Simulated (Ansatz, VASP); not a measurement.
# MgZr2O2: VASP beside Ansatz

Contents of INCAR:

```
ALGO = Normal ; EDIFF = 1E-6
EDIFFG = -0.01 ; ENCUT = 600
GGA = PE ; IBRION = 2
ISIF = 3 ; ISMEAR = 0
LASPH = T ; LCHARG = F
LREAL = F ; LWAVE = F
NELM = 100 ; NSW = 100
PREC = Accurate ; SIGMA = 0.1
```

KPOINTS

```
k-points
0
Gamma
  6 6 10
```

Contents of POSCAR:

```
MgZr2O2
1.0
    5.8192075490      0.0000000000      0.0000000000
    0.0000000000      5.8192075490      0.0000000000
    0.0000000000      0.0000000000      3.9921108458
Mg Zr O
1 2 2
Direct
    0.5000000000      0.5000000000      0.5000000000
    0.0000000000      0.5000000000      0.5000000000
    0.5000000000      0.0000000000      0.5000000000
    0.0000000000      0.5000000000      0.0000000000
    0.5000000000      0.0000000000      0.0000000000
```

Input for Ansatz:

```yaml
crystal:
  lattice:
    - [5.819207549, 0.0, 0.0]
    - [0.0, 5.819207549, 0.0]
    - [0.0, 0.0, 3.9921108458]
  atoms:
    - { symbol: Mg, position: [0.5, 0.5, 0.5] }
    - { symbol: Zr, position: [0.0, 0.5, 0.5] }
    - { symbol: Zr, position: [0.5, 0.0, 0.5] }
    - { symbol: O, position: [0.0, 0.5, 0.0] }
    - { symbol: O, position: [0.5, 0.0, 0.0] }
basis:
  ecutwfc: 420
kpoints:
  mp_grid: { grid: [6, 6, 10] }
hamiltonian:
  xc: pbe
scf:
  occupations: { method: gaussian, width: 0.1 }
output:
  forces: true
  stress: true
  eigenvalues: true
  write_density: true
  write_potential: true
  elf: true
  volumetric_format: npy
relax:
  adjacent_minimum: "off"
  f_tol: 0.01
  max_steps: 80
  cell: { stress_tol: 0.05 }
```

Alike in both runs: task relaxation of cell and atoms; functional PBE; k mesh 6 × 6 × 10; occupations gaussian, width 0.1 eV; no spin polarisation.

|  | VASP | Ansatz |
| --- | --- | --- |
| version | VASP 6.6.1 | Ansatz 0.2.0 |
| potentials or method | VASP PAW PBE potentials, release 64 (Mg, Zr_sv, O), cutoff 600 eV | scalar-relativistic, plane waves, PAW |
| valence electrons in the cell | 38 | 46 |

|  | VASP | Ansatz | Ansatz less VASP |
| --- | --- | --- | --- |
| gap on the k mesh at the Fermi level, each at its own relaxed structure (eV) | none | none | - |
| relaxed volume (Å³/atom) | 27.11 | 27.21 | +0.094 |
| relaxed cell length with the largest relative difference (Å) | 5.826 | 5.839 | +0.0129 |

A gap of «none» marks a metal or a gap that the smearing closes. VASP's potentials hold 38 valence electrons a cell and Ansatz's 46, so a difference there can come from the potentials and not from the codes.
